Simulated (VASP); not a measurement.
# LiMg (Pmma) in VASP: single point with LDA

Aim: the single point of LiMg with LDA.

Program: VASP 6.6.1. These are calculated values, not measurements. Logs are shortened: lines on timing, memory, paths and dates and some standing lists are left out, and cuts for length are marked.

**1. The cell of the first run**

Symmetry: Pmma, No. 51, orthorhombic system. Conventional cell: a = 4.913 Å, b = 3.340 Å, c = 4.934 Å, α = 90.00°, β = 90.00°, γ = 90.00°. Li (site symmetry mm2) has 8 Mg at 2.97 to 2.98 Å and 6 Li at 3.34 to 3.53 Å within 3.9 Å. Mg (site symmetry mm2) has 8 Li at 2.97 to 2.98 Å and 6 Mg at 3.34 to 3.52 Å within 3.9 Å.

**2. Single point, LDA**

Contents of INCAR:

```
PREC     = Accurate       # precision mode
ENCUT    = 520            # plane-wave cutoff, eV
EDIFF    = 1E-6           # SCF threshold, eV
ISMEAR   = -1             # smearing method
SIGMA    = 0.15           # smearing width, eV
LREAL    = False          # projectors in reciprocal space
LASPH    = True           # aspherical terms in the spheres
NELM     = 100            # most SCF steps
ALGO     = Normal         # electronic algorithm
ISIF     = 2              # what is computed and relaxed
LWAVE    = False          # write WAVECAR
LCHARG   = False          # write CHGCAR
GGA      = CA             # functional
NBANDS   = 13             # bands
```

Contents of KPOINTS:

```
Automatic mesh
0
Gamma
  5 6 4
```

Contents of POSCAR:

```
LiMg
1.0
    4.9126250000      0.0000000000      0.0000000000
    0.0000000000      3.3402490000      0.0000000000
    0.0000000000      0.0000000000      4.9339590000
Li Mg
2 2
Direct
    0.7500000000      0.0000000000      0.2571170000
    0.2500000000      0.0000000000      0.7428830000
    0.2500000000      0.5000000000      0.2438730000
    0.7500000000      0.5000000000      0.7561270000
```

Potentials or basis: VASP PAW LDA potentials, release 64 (Li_sv, Mg).

Command:

```
cat potpaw_LDA.64/Li_sv/POTCAR potpaw_LDA.64/Mg/POTCAR > POTCAR
mpirun -np 1 vasp_std > vasp.out
```

OUTCAR:

```text
PREC = Accurate
   ENCUT = 520
   EDIFF = 1E-6
   ISMEAR = -1
   LREAL = False
   LASPH = True
   NELM = 100
   ISIF = 2
   GGA = CA

 ion  position               nearest neighbor table
   1  0.750  0.000  0.257-   3 2.97   3 2.97   3 2.97   3 2.97   4 2.98   4 2.98   4 2.98   4 2.98

   2  0.250  0.000  0.743-   4 2.97   4 2.97   4 2.97   4 2.97   3 2.98   3 2.98   3 2.98   3 2.98

   3  0.250  0.500  0.244-   1 2.97   1 2.97   1 2.97   1 2.97   2 2.98   2 2.98   2 2.98   2 2.98
                             4 3.44   4 3.44   4 3.52   4 3.52
   4  0.750  0.500  0.756-   2 2.97   2 2.97   2 2.97   2 2.97   1 2.98   1 2.98   1 2.98   1 2.98
                             3 3.44   3 3.44   3 3.52   3 3.52

  LATTYP: Found a simple orthorhombic cell.
 ALAT       =     3.3402490000
 B/A-ratio  =     1.4707361637
 C/A-ratio  =     1.4771231127

  Lattice vectors:

 A1 = (   0.0000000000,  -3.3402490000,   0.0000000000)
 A2 = (   4.9126250000,   0.0000000000,   0.0000000000)
 A3 = (   0.0000000000,   0.0000000000,   4.9339590000)

Analysis of symmetry for initial positions (statically):
=====================================================================
 Subroutine PRICEL returns:
 Original cell was already a primitive cell.

 Routine SETGRP: Setting up the symmetry group for a
 simple orthorhombic supercell.

 Subroutine GETGRP returns: Found  8 space group operations
 (whereof  4 operations were pure point group operations)
 out of a pool of  8 trial point group operations.

The static configuration has the point symmetry C_2h.
 The point group associated with its full space group is D_2h.

Analysis of symmetry for dynamics (positions and initial velocities):
=====================================================================
 Subroutine PRICEL returns:
 Original cell was already a primitive cell.

 Routine SETGRP: Setting up the symmetry group for a
 simple orthorhombic supercell.

 Subroutine GETGRP returns: Found  8 space group operations
 (whereof  4 operations were pure point group operations)
 out of a pool of  8 trial point group operations.

The dynamic configuration has the point symmetry C_2h.
 The point group associated with its full space group is D_2h.

 Subroutine INISYM returns: Found  8 space group operations
 (whereof  4 operations are pure point group operations),
 and found     1 'primitive' translations

----------------------------------------------------------------------------------------

                                     Primitive cell

  volume of cell :      80.9633

  direct lattice vectors                    reciprocal lattice vectors
     4.912625000  0.000000000  0.000000000     0.203557161  0.000000000  0.000000000
     0.000000000  3.340249000  0.000000000     0.000000000  0.299378879  0.000000000
     0.000000000  0.000000000  4.933959000     0.000000000  0.000000000  0.202676998

  length of vectors
     4.912625000  3.340249000  4.933959000     0.203557161  0.299378879  0.202676998

  position of ions in fractional coordinates (direct lattice)
     0.750000000  0.000000000  0.257117000
     0.250000000  0.000000000  0.742883000
     0.250000000  0.500000000  0.243873000
     0.750000000  0.500000000  0.756127000

  ion indices of the primitive-cell ions
   primitive index   ion index
                 1           1
                 2           2
                 3           3
                 4           4

----------------------------------------------------------------------------------------

 KPOINTS: Automatic mesh

Automatic generation of k-mesh.
 Grid dimensions read from file:
 generate k-points for:    5    6    4

 Generating k-lattice:

  Cartesian coordinates                     Fractional coordinates (reciprocal lattice)
     0.040711432  0.000000000  0.000000000     0.200000000  0.000000000  0.000000000
     0.000000000  0.049896480  0.000000000     0.000000000  0.166666667  0.000000000
     0.000000000  0.000000000  0.050669250     0.000000000  0.000000000  0.250000000

  Length of vectors
     0.040711432  0.049896480  0.050669250

  Shift w.r.t. Gamma in fractional coordinates (k-lattice)
     0.000000000  0.000000000  0.000000000

 Subroutine IBZKPT returns following result:
 ===========================================

 Found     36 irreducible k-points:

 Following reciprocal coordinates:
            Coordinates               Weight
  0.000000  0.000000  0.000000      1.000000
  0.200000  0.000000  0.000000      2.000000
  0.400000  0.000000  0.000000      2.000000
  0.000000  0.166667  0.000000      2.000000
  0.200000  0.166667  0.000000      4.000000
  0.400000  0.166667  0.000000      4.000000
[... 16 lines left out ...]
  0.200000  0.500000  0.250000      4.000000
  0.400000  0.500000  0.250000      4.000000
 [... further k-points ...]
   k-points           NKPTS =     36   k-points in BZ     NKDIM =     36   number of bands    NBANDS=     13
   number of dos      NEDOS =    301   number of ions     NIONS =      4
   total plane-waves  NPLWV =  44800
   dimension x,y,z NGX =    40 NGY =   28 NGZ =   40
   dimension x,y,z NGXF=    80 NGYF=   56 NGZF=   80
   ions per type =               2   2
   NGX,Y,Z   is equivalent  to a cutoff of  13.54, 13.94, 13.48 a.u.
   NGXF,Y,Z  is equivalent  to a cutoff of  27.07, 27.87, 26.96 a.u.
 SYSTEM =  unknown system
   PREC   = accura    normal or accurate (medium, high low for compatibility)
   ISTART =      0    job   : 0-new  1-cont  2-samecut
   ICHARG =      2    charge: 1-file 2-atom 10-const
   ISPIN  =      1    spin polarized calculation?
   LNONCOLLINEAR =      F non collinear calculations
   LSORBIT =      F    spin-orbit coupling
   LASPH  =      T    aspherical Exc in radial PAW
   ENCUT  =  520.0 eV  38.22 Ry    6.18 a.u.   9.13  6.21  9.17*2*pi/ulx,y,z
   NELM   =    100;   NELMIN=  2; NELMDL= -5     # of ELM steps
   EDIFF  = 0.1E-05   stopping-criterion for ELM
   LREAL  =      F    real-space projection
   EDIFFG = 0.1E-04   stopping-criterion for IOM
   NSW    =      0    number of steps for IOM
   IBRION =     -1    ionic relax: 0-MD 1-quasi-New 2-CG
   NFREE  =      0    steps in history (QN), initial steepest desc. (CG)
   ISIF   =      2    stress and relaxation
   ISYM   =      2    0-nonsym 1-usesym 2-fastsym
   POTIM  = 0.5000    time-step for ionic-motion
   TEBEG  =    0.0;   TEEND  =   0.0 temperature during run
   PSTRESS=    0.0 pullay stress
   NELECT =      10.0000    total number of electrons
   NUPDOWN=      -1.0000    fix difference up-down
   EMIN   =  10.00;   EMAX   =-10.00  energy-range for DOS
   EFERMI =   0.00;   METHOD = LEGACY
   ISMEAR =    -1;   SIGMA  =   0.15  broadening in eV -4-tet -1-fermi 0-gaus
   EFERMI_NEDOS =   21; number of points for ismear=-14 and -15
   IALGO  =     38    algorithm
   IMIX   =      4    mixing-type and parameters
     AMIX     =   0.40;   BMIX     =  1.00
     AMIX_MAG =   1.60;   BMIX_MAG =  1.00
  volume/ion in A,a.u.               =      20.24       136.59
  Fermi-wavevector in a.u.,A,eV,Ry     =   0.815290  1.540675  9.043765  0.664698
  Thomas-Fermi vector in A             =   1.925351
   LORBIT       =      0    0 simple, 1 ext, 2 COOP (PROOUT), +10 PAW based schemes
   GGA     = CA    functional components
   LHFCALC =     F    Hartree Fock is set to
   AEXX    =    0.0000 exact exchange contribution
   IVDW    =     0    specifies the selected vdW correction
   LEPSILON=     F    determine dielectric tensor
   LRPA    =     F    only Hartree local field effects (RPA)
 non-spin polarized calculation
  energy-cutoff  :      520.00
  volume of cell :       80.96
 maximum number of plane-waves:      2206
 NGX is ok and might be reduce to    40
   NGX = 19   NGY = 13   NGZ = 19

 number of electron      10.0000000 magnetization

 number of electron       9.9999989 magnetization

 Free energy of the ion-electron system (eV)
  ---------------------------------------------------
  ext. energy  EPLUGINS =         0.00000000
  ---------------------------------------------------
  free energy    TOTEN  =        -8.04642766 eV

  energy without entropy =       -7.91445709  energy(sigma->0) =       -7.98044237

 E-fermi :   1.7318     XC(G=0):  -8.1977

 val. band max:        1.6630785457   @ k =   0.0000   0.0000   0.0000
 cond. band min:       1.7345631591   @ k =   0.0000   0.1667   0.2500
 fundamental gap:      0.0714846134
 Fermi energy:         1.7317875310

 k-point     1 :       0.0000    0.0000    0.0000
  band No.  band energies     occupation
      1     -43.5574      2.00000
      2     -43.5541      2.00000
      3      -3.8353      2.00000
      4       0.9851      1.98631
      5       1.0197      1.98280
      6       1.6631      1.22511
      7       3.7804      0.00000
      8       6.3418      0.00000
      9       6.3806      0.00000
     10       7.3461      0.00000
     11       7.3919      0.00000
     12       7.8202      0.00000
     13      11.8783      0.00000

 k-point     2 :       0.2000    0.0000    0.0000
  band No.  band energies     occupation
      1     -43.5571      2.00000
      2     -43.5544      2.00000
      3      -3.6197      2.00000
      4      -0.4477      2.00000
      5       1.2188      1.93665
      6       2.7483      0.00228
      7       4.6745      0.00000
      8       4.8129      0.00000
      9       5.4732      0.00000
     10       7.5666      0.00000
     11       8.8530      0.00000
     12       9.5131      0.00000
     13      10.7902      0.00000

 k-point     3 :       0.4000    0.0000    0.0000
  band No.  band energies     occupation
      1     -43.5563      2.00000
      2     -43.5553      2.00000
      3      -2.9745      2.00000
      4      -1.9074      2.00000
      5       1.9190      0.44601
      6       3.0692      0.00027
      7       3.5220      0.00001
      8       4.3772      0.00000
      9       7.2903      0.00000
     10       8.2271      0.00000
     11       9.3202      0.00000
     12      10.1476      0.00000
     13      10.6450      0.00000
[... 305 lines left out ...]
 k-point    23 :       0.2000    0.5000    0.2500
  band No.  band energies     occupation
      1     -43.5541      2.00000
      2     -43.5522      2.00000
      3      -0.8190      2.00000
      4       0.2662      1.99989
      5       2.0192      0.25654
      6       2.0218      0.25269
      7       3.0549      0.00030
      8       4.0220      0.00000
      9       5.8175      0.00000
     10       6.2726      0.00000
     11       7.3067      0.00000
     12       7.3597      0.00000
     13       8.5600      0.00000

 k-point    24 :       0.4000    0.5000    0.2500
  band No.  band energies     occupation
      1     -43.5535      2.00000
      2     -43.5528      2.00000
      3      -0.0897      1.99999
      4       0.7048      1.99788
      5       1.0818      1.97409
      6       1.3775      1.82771
      7       3.0486      0.00031
      8       4.1934      0.00000
      9       4.2058      0.00000
     10       5.0494      0.00000
     11       8.7573      0.00000
     12       8.9245      0.00000
     13       9.6869      0.00000

 [... further k-points ...]
[... 5 lines left out ...]
  --------------------------------------------------------------------------------------
  -------------------------------------------------------------------------------------
  Total       -0.6083205     -1.1060676     -1.0284800      0.0000000      0.0000000     -0.0000000
  in kB      -12.0380197    -21.8879087    -20.3525313      0.0000000      0.0000000     -0.0000000
  external PRESSURE =     -18.0928199 kB  Pullay stress =       0.0000000 kB

 VOLUME and BASIS-vectors are now :
 -----------------------------------------------------------------------------
  energy-cutoff  :      520.00
  volume of cell :       80.96
      direct lattice vectors                 reciprocal lattice vectors
     4.912625000  0.000000000  0.000000000     0.203557161  0.000000000  0.000000000
     0.000000000  3.340249000  0.000000000     0.000000000  0.299378879  0.000000000
     0.000000000  0.000000000  4.933959000     0.000000000  0.000000000  0.202676998

 POSITION                                       TOTAL-FORCE (eV/Angst)
 -----------------------------------------------------------------------------------
      3.68447      0.00000      1.26860         0.000000      0.000000     -0.013004
      1.22816      0.00000      3.66535        -0.000000      0.000000      0.013004
      1.22816      1.67012      1.20326        -0.000000      0.000000      0.005282
      3.68447      1.67012      3.73070        -0.000000      0.000000     -0.005282
 -----------------------------------------------------------------------------------
    total drift:                               -0.000000     -0.000000      0.000000

  FREE ENERGIE OF THE ION-ELECTRON SYSTEM (eV)
  ---------------------------------------------------
  free  energy   TOTEN  =        -8.0464276615 eV

  energy  without entropy=       -7.9144570879  energy(sigma->0) =       -7.98044237
```

Run time: 18 s. Hardware: 1 thread of Intel Xeon Platinum 8488C (Sapphire Rapids), shared host; peak memory 0.18 GiB.

Results:

| Property | Result |
| --- | --- |
| Free energy | -8.0464 eV |
| Largest force | 0.013 eV/Å |
| Band gap on the k mesh | zero (band 5 reaches 3.98 eV, above the bottom of band 6 at -0.04 eV) |

Forces on the atoms (eV/Å):
```
Li   0.000  0.000 -0.013
Li   0.000  0.000  0.013
Mg   0.000  0.000  0.005
Mg   0.000  0.000 -0.005
```

Caveat: the cutoff is under 1.25 times the usual one of these potentials, so pressure, stress and relaxed cells hold a basis-set (Pulay) error.
